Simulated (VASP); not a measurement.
Set up this calculation in VASP 6.6.1, as the native input.

| Property | Result |
| --- | --- |
| Task | single point |
| Functional | PBE |
| Potentials or basis | VASP PAW PBE potentials, release 64 (Mg, O) |
| Cutoff | 520 eV |
| k mesh | 9 × 9 × 2 |
| Occupations | gaussian, width 0.05 eV |
| Spin | no spin polarisation |
| Dipole correction | no |
| Further INCAR settings | ALGO = Normal; EDIFF = 1e-06; NBANDS = 26 |

The structure of MgO lies in POSCAR:

```
MgO
1.0
    3.2805263433      0.0000000000      0.0000000000
   -1.6402631717      2.8410191511      0.0000000000
    0.0000000000      0.0000000000     10.5138967343
Mg O
4 4
Direct
    0.1940212195      0.5892296667      0.9694906392
    0.0971332736      0.0539917822      0.2208211786
   -0.0971332736     -0.0539917822      0.7208211786
    0.8059787805      0.4107703333      0.4694906392
    0.2282618177      0.6082623920      0.7800420079
    0.1274437682      0.0708399493      0.5296443544
   -0.1274437682     -0.0708399493      0.0296443544
    0.7717381823      0.3917376080      0.2800420079
```

This cell differs from its parent crystal: atoms displaced along several vibrational modes.

One way to write it, as run:

INCAR

```
SYSTEM = MgO
PREC = Accurate
ENCUT = 520
EDIFF = 1E-6
ISMEAR = 0
SIGMA = 0.05
LREAL = .False.
LASPH = .True.
NELM = 100
ALGO = Normal
ISIF = 2
LWAVE = .False.
LCHARG = .False.
GGA = PE
NBANDS = 26
```

KPOINTS

```
Automatic mesh
0
Gamma
  9 9 2
  0 0 0
```

Potentials or basis: VASP PAW PBE potentials, release 64 (Mg, O).

Launch:

```sh
$ cat potpaw_PBE.64/Mg/POTCAR potpaw_PBE.64/O/POTCAR > POTCAR
$ mpirun -np 1 vasp_std > vasp.out
```

It gave:

The pressure is -1.6 GPa. The largest force is 0.358 eV/Å and the band gap on the k mesh is 3.17 eV.

Caveat: the cell differs from its parent crystal (atoms displaced along several vibrational modes).

Wall time 69 s on 1 thread of AMD EPYC 9R45 96-Core Processor (Zen 5) (shared host), peak memory 0.28 GiB.
